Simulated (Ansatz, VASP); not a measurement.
# Two plane-wave programs on Al

The input INCAR:

```
PREC     = Accurate       # precision mode
ENCUT    = 520            # plane-wave cutoff, eV
EDIFF    = 1E-7           # SCF threshold, eV
ISMEAR   = 0              # smearing method
SIGMA    = 0.1            # smearing width, eV
LREAL    = False          # projectors in reciprocal space
LASPH    = True           # aspherical terms in the spheres
NELM     = 100            # most SCF steps
ALGO     = Normal         # electronic algorithm
ISIF     = 2              # what is computed and relaxed
LWAVE    = False          # write WAVECAR
LCHARG   = False          # write CHGCAR
GGA      = PE             # functional
NBANDS   = 8              # bands
```

File KPOINTS:

```
Automatic mesh
0
Gamma
  8 8 8
```

Contents of POSCAR:

```
Al
1.0
    1.6002232133     -2.3247733508      0.0000000000
    1.6002232133      2.3247733508      0.0000000000
   -1.5478738769      0.0000000000      2.2681753933
Al
1
Direct
    0.0000000000      0.0000000000      0.5000000000
```

Input for Ansatz:

```yaml
crystal:
  lattice:
    - [1.6002232133, -2.3247733508, 0.0]
    - [1.6002232133, 2.3247733508, 0.0]
    - [-1.5478738769, 0.0, 2.2681753933]
  atoms:
    - { symbol: Al, position: [0.0, 0.0, 0.5] }
basis:
  ecutwfc: 420
kpoints:
  mp_grid: { grid: [8, 8, 8] }
hamiltonian:
  xc: pbe
scf:
  occupations: { method: gaussian, width: 0.1 }
  lower_state_search: "off"
output:
  forces: true
  stress: true
  eigenvalues: true
```

Change from the starting cell: the structure that the rattled cell fell into.

Alike in both runs: task single point; functional PBE; k mesh 8 × 8 × 8; occupations gaussian, width 0.1 eV; no spin polarisation.

```csv
,VASP,Ansatz
version,VASP 6.6.1,Ansatz 0.2.0
potentials or method,"VASP PAW PBE potentials, release 64 (Al), cutoff 520 eV","scalar-relativistic, plane waves, PAW"
valence electrons in the cell,3,3
```

|  | VASP | Ansatz | Ansatz less VASP |
| --- | --- | --- | --- |
| gap on the k mesh at the Fermi level (eV) | none | none | - |
| pressure (GPa) | 0.3 | 0.4 | +0.02 |
| traceless stress, the component that is largest in VASP (GPa) | 1.64 | 1.64 | -0.003 |

A gap of «none» marks a metal or a gap that the smearing closes. With one functional, cell and mesh, what is left measures potentials, basis and numerics.
